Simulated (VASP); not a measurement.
A run of VASP 6.6.1 is set up as follows.

INCAR

```
ALGO = Normal ; EDIFF = 1E-6
EDIFFG = -0.03 ; ENCUT = 600
GGA = PS ; IBRION = 2
ISIF = 3 ; ISMEAR = -1
LASPH = T ; LCHARG = F
LREAL = F ; LWAVE = F
NELM = 80 ; NSW = 80
PREC = Accurate ; SIGMA = 0.1
```

The input KPOINTS:

```
k-points
0
Gamma
  9 9 9
```

Contents of POSCAR:

```
AlOs
1.0
    2.9979119800      0.0000000000      0.0000000000
    0.0000000000      2.9979119800      0.0000000000
    0.0000000000      0.0000000000      2.9979119800
Al Os
1 1
Direct
    0.0000000000      0.0000000000      0.0000000000
    0.5000000000      0.5000000000      0.5000000000
```

Potentials or basis: VASP PAW PBE potentials, release 64 (Al, Os).

Launch:

```bash
$ cat potpaw_PBE.64/Al/POTCAR potpaw_PBE.64/Os/POTCAR > POTCAR
$ mpirun -np 1 vasp_std > vasp.out
```

Q: Estimate the space group after relaxing (to 0.05 Å).

A: Pm-3m (No. 221).

Q: Predict the relaxed cell.

A: a = 2.995 Å, b = 2.995 Å, c = 2.995 Å, α = 90.00°, β = 90.00°, γ = 90.00°.

Final structure:
```cif
data_structure
_symmetry_space_group_name_H-M 'P 1'
_symmetry_Int_Tables_number 1
_cell_length_a 2.9945
_cell_length_b 2.9945
_cell_length_c 2.9945
_cell_angle_alpha 90.000
_cell_angle_beta 90.000
_cell_angle_gamma 90.000
_cell_volume 26.85
loop_
_atom_site_label
_atom_site_type_symbol
_atom_site_fract_x
_atom_site_fract_y
_atom_site_fract_z
_atom_site_occupancy
Al1 Al 0.00000 0.00000 0.00000 1
Os1 Os 0.50000 0.50000 0.50000 1
```
